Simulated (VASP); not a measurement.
Set up this calculation in VASP 6.6.1, as the native input.

* Task: single point
* Functional: revPBE
* Potentials or basis: VASP PAW PBE potentials, release 64 (Tl_d)
* Cutoff: 520 eV
* k mesh: 11 × 11 × 3
* Occupations: fermi-dirac, width 0.1 eV
* Spin: no spin polarisation
* Dipole correction: no
* Further INCAR settings: ALGO = Normal; EDIFF = 1e-07; NBANDS = 34

The structure of Tl lies in POSCAR:

```
Tl
1.0
    3.7545637666      0.0000000000      0.0000000000
   -1.8772818833      3.2515476020      0.0000000000
    0.0000000000      0.0000000000     12.0501903726
Tl
4
Direct
    1.0000000000      1.0000000000      0.0000000000
    1.0000000000      1.0000000000      0.5000000000
    0.3333333333      0.6666666667      0.2500000000
    0.6666666667      0.3333333333      0.7500000000
```

This cell differs from its parent crystal: volume scaled by 1.12.

One way to write it, as run:

INCAR

```
ALGO = Normal
EDIFF = 1E-7
ENCUT = 520
GGA = RE
ISIF = 2
ISMEAR = -1
LASPH = T
LCHARG = F
LREAL = F
LWAVE = F
NBANDS = 34
NELM = 100
PREC = Accurate
SIGMA = 0.1
```

KPOINTS

```
k-points
0
Gamma
  11 11 3
```

Potentials or basis: VASP PAW PBE potentials, release 64 (Tl_d).

Command:

```console
$ cat potpaw_PBE.64/Tl_d/POTCAR > POTCAR
$ mpirun -np 1 vasp_std > vasp.out
```

It gave:

* Pressure: -1.8 GPa
* Band gap on the k mesh: zero (band 26 reaches 6.95 eV, above the bottom of band 27 at 3.72 eV)

Caveat: the PAW data sets were made with another functional, which shifts forces and pressure a little; spin-orbit coupling is left out, which moves the levels of the heavy elements.

Wall time 2 min on 1 thread of Intel Xeon 6975P-C, with other jobs on the host, peak memory 0.3 GiB.
